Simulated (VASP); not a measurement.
Here is a VASP 6.6.1 calculation.

Contents of INCAR:

```
PREC = Accurate ; ENCUT = 400
EDIFF = 1E-6 ; ISMEAR = -1
SIGMA = 0.2335 ; LREAL = Auto
LASPH = True ; NELM = 120
ALGO = Normal ; ISIF = 2
LWAVE = False ; LCHARG = False
GGA = PE ; ISYM = -1
NBANDS = 95 ; GGA_COMPAT = False
```

File KPOINTS:

```
explicit points
1
Reciprocal
  0.25000000   0.25000000   0.25000000 1
```

Contents of POSCAR:

```
Ti13Be3
1.0
    6.1453290000      0.1157260000     -0.0247540000
    0.1157260000      6.2830310000     -0.1349560000
   -0.0247540000     -0.1349560000      6.3427070000
Ti Be
13 3
Direct
    0.2968411731      0.2152499109      0.1583857292
    0.5834310795      0.9654195389      0.8412003601
    0.4023853220      0.2359085429      0.6767771110
    0.6501524350      0.9780964350      0.3821524242
    0.9093847513      0.7861896303      0.1075408210
    0.2958807678      0.7961946541      0.5765567412
    0.5729418374      0.4524346073      0.4059762444
    0.8342980756      0.2251414176      0.1396491119
    0.0737782618      0.4937267331      0.3673229257
    0.6069435440      0.5433656633      0.9140864834
    0.1502396267      0.5703496959      0.8625363185
    0.8780394523      0.2768159325      0.7233622741
    0.8871206946      0.7535998248      0.5864355083
    0.3849782587      0.7905932994      0.1798601230
    0.1487672981      1.0149112357      0.8625922570
    0.0682512487      0.0533108492      0.3756495626
```

Potentials or basis: VASP PAW PBE potentials, release 64 (Ti_sv, Be).

The run is started by

```sh
$ cat potpaw_PBE.64/Ti_sv/POTCAR potpaw_PBE.64/Be/POTCAR > POTCAR
$ mpirun -np 1 vasp_std > vasp.out
```

Question: What does it give for the pressure?

Answer: 6.3 GPa.

Question: What does it give for the largest force?

Answer: 2.204 eV/Å.

Stress tensor (GPa, compression positive):
```
 5.99 -1.21 -0.83
-1.21  6.92  1.12
-0.83  1.12  5.99
```

Caveat: the atoms stand as in a frame of molecular dynamics.
